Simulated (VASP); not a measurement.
## Ti: single point with PBE

Crystal: Ti.

```
CELL_PARAMETERS angstrom
-1.60221 1.60221 1.60221
1.60221 -1.60221 1.60221
1.60221 1.60221 -1.60221
ATOMIC_POSITIONS crystal
Ti 0.00000 0.00000 0.00000
```

This cell differs from its parent crystal: volume scaled by 0.95.

- Program: VASP 6.6.1
- Task: single point
- Functional: PBE
- Potentials or basis: VASP PAW PBE potentials, release 64 (Ti_sv)
- Cutoff: 520 eV
- k mesh: 16 × 16 × 16
- Occupations: fermi-dirac, width 0.1 eV
- Spin: no spin polarisation

- Pressure: 5.5 GPa
- Band gap on the k mesh: zero (band 6 reaches 9.70 eV, above the bottom of band 7 at 8.00 eV)

Levels at points of the mesh, in eV from the Fermi level:
```
           k point  band 2  band 3  band 4  band 5  band 6  band 7  band 8  band 9  band 10  band 11
(0.00, 0.00, 0.00)  -32.21  -32.21  -32.21   -6.07    1.04    1.04    1.04    2.92     2.92    17.80
(0.50, 0.00, 0.00)  -33.01  -32.46  -32.22   -2.59   -0.45    1.31    2.92    3.29     4.57     9.38
(0.50, 0.50, 0.50)  -32.76  -32.76  -32.76   -2.29   -2.29    4.19    4.19    4.19     8.83     8.83
```

Wall time 94 s on 1 thread of AMD EPYC 7R13, with other jobs on the host, peak memory 0.13 GiB.
